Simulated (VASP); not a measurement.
Runs of VASP 6.6.1 on AlNi3. The structure is that of space group Fm-3m (No. 225), or close to it. The cells are those of the table. 

```csv
spin,fixed moment (μB),cell,pressure (GPa),moment (μB)
"collinear, ferromagnetic start",2.625,"a = 3.751 Å, angles 60.0°, 4 atoms",(b),2.62
"collinear, ferromagnetic start",1.875,"a = 3.751 Å, angles 60.0°, 4 atoms",(a),1.87
collinear,0.375,"a = 3.751 Å, angles 60.0°, 4 atoms",38.0,0.38
collinear,0.375,"a = 3.991 Å, angles 60.0°, 4 atoms",-10.8,0.38
"collinear, ferromagnetic start",1.875,"a = 3.991 Å, angles 60.0°, 4 atoms",-8.0,1.88
```

Alike in all rows: task single point; level LDA; potentials or basis VASP PAW LDA potentials, release 64 (Al, Ni); k mesh 14 × 14 × 14; cutoff (eV) 520; smearing gaussian 0.15 eV.

**Question.** Fill in the values left out.

**Answer.** (a) 42.1; (b) 45.7.

Caveats: the total moment is fixed, so each spin has its own Fermi level and the state may be an excited one; the cell stands under pressure (at least some runs); the cell stands under tension (at least some runs).
